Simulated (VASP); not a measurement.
Input of a VASP 6.6.1 run:

File INCAR:

```
PREC = Accurate ; ENCUT = 520
EDIFF = 1E-6 ; ISMEAR = -1
SIGMA = 0.05 ; LREAL = False
LASPH = True ; NELM = 100
ALGO = Normal ; ISIF = 2
LWAVE = False ; LCHARG = False
GGA = PS ; IVDW = 12
NBANDS = 28
```

File KPOINTS:

```
regular mesh
0
Gamma
  7 7 6
```

POSCAR

```
SnO
1.0
    3.7703602287      0.0000000000      0.0000000000
    0.0000000000      3.7703602287      0.0000000000
    0.0000000000      0.0000000000      4.5596030242
Sn O
2 2
Direct
    0.5000000000      0.0000000000      0.7465851261
    0.0000000000      0.5000000000      0.2534148739
    0.0000000000      0.0000000000      0.0000000000
    0.5000000000      0.5000000000      0.0000000000
```

Potentials or basis: VASP PAW PBE potentials, release 64 (Sn_d, O).

The run is started by

```console
$ cat potpaw_PBE.64/Sn_d/POTCAR potpaw_PBE.64/O/POTCAR > POTCAR
$ mpirun -np 1 vasp_std > vasp.out
```

(1) Estimate the band gap on the k mesh.

(2) What does it give for the pressure?

(3) Estimate the largest force.

Answers

(1) zero (bands 20 and 21 overlap by 0.20 eV).

(2) 0.3 GPa.

(3) 0.088 eV/Å.

Caveat: semilocal functionals underestimate gaps, and a narrow one can read as zero; the PAW data sets were made with another functional, which shifts forces and pressure a little; spin-orbit coupling is left out, which moves the levels of the heavy elements.
